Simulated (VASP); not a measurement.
A run of VASP 6.6.1 is set up as follows.

File INCAR:

```
SYSTEM = CoSi
PREC = Accurate
ENCUT = 520
EDIFF = 1E-7
ISMEAR = 0
SIGMA = 0.1
LREAL = .FALSE.
LASPH = .TRUE.
NELM = 100
ALGO = Fast
ISIF = 2
LWAVE = .FALSE.
LCHARG = .FALSE.
GGA = PE
IBRION = 2
NSW = 50
EDIFFG = -0.01
```

Contents of KPOINTS:

```
regular mesh
0
G
  8 8 8
  0 0 0
```

POSCAR

```
CoSi
1.0
    4.5738773796      0.0000000000      0.0000000000
    0.0000000000      4.5738773796      0.0000000000
    0.0000000000      0.0000000000      4.5738773796
Co Si
4 4
Direct
    0.1416904366      0.1416904366      0.1416904366
    0.3583095634      0.8583095634      0.6416904366
    0.6416904366      0.3583095634      0.8583095634
    0.8583095634      0.6416904366      0.3583095634
    0.8422442631      0.8422442631      0.8422442631
    0.6577557369      0.1577557369      0.3422442631
    0.3422442631      0.6577557369      0.1577557369
    0.1577557369      0.3422442631      0.6577557369
```

Potentials or basis: VASP PAW PBE potentials, release 64 (Co, Si).

Launch:

```console
$ cat potpaw_PBE.64/Co/POTCAR potpaw_PBE.64/Si/POTCAR > POTCAR
$ mpirun -np 1 vasp_std > vasp.out
```

Task: Predict the band gap on the k mesh.

Result: Zero (bands 26 and 27 overlap by 0.18 eV).

Task: What does it give for the energy gained by relaxing?

Result: 0.7 meV/atom.

Final structure:
```cif
data_structure
_symmetry_space_group_name_H-M 'P 1'
_symmetry_Int_Tables_number 1
_cell_length_a 4.5739
_cell_length_b 4.5739
_cell_length_c 4.5739
_cell_angle_alpha 90.000
_cell_angle_beta 90.000
_cell_angle_gamma 90.000
_cell_volume 95.69
loop_
_atom_site_label
_atom_site_type_symbol
_atom_site_fract_x
_atom_site_fract_y
_atom_site_fract_z
_atom_site_occupancy
Co1 Co 0.13841 0.13841 0.13841 1
Co2 Co 0.36159 0.86159 0.63841 1
Co3 Co 0.63841 0.36159 0.86159 1
Co4 Co 0.86159 0.63841 0.36159 1
Si1 Si 0.84108 0.84108 0.84108 1
Si2 Si 0.65892 0.15892 0.34108 1
Si3 Si 0.34108 0.65892 0.15892 1
Si4 Si 0.15892 0.34108 0.65892 1
```

Caveat: the run has no spin polarisation, though such a crystal can be magnetic. Spin polarisation is off, so any magnetic state and its effect on volume and gap are missing.
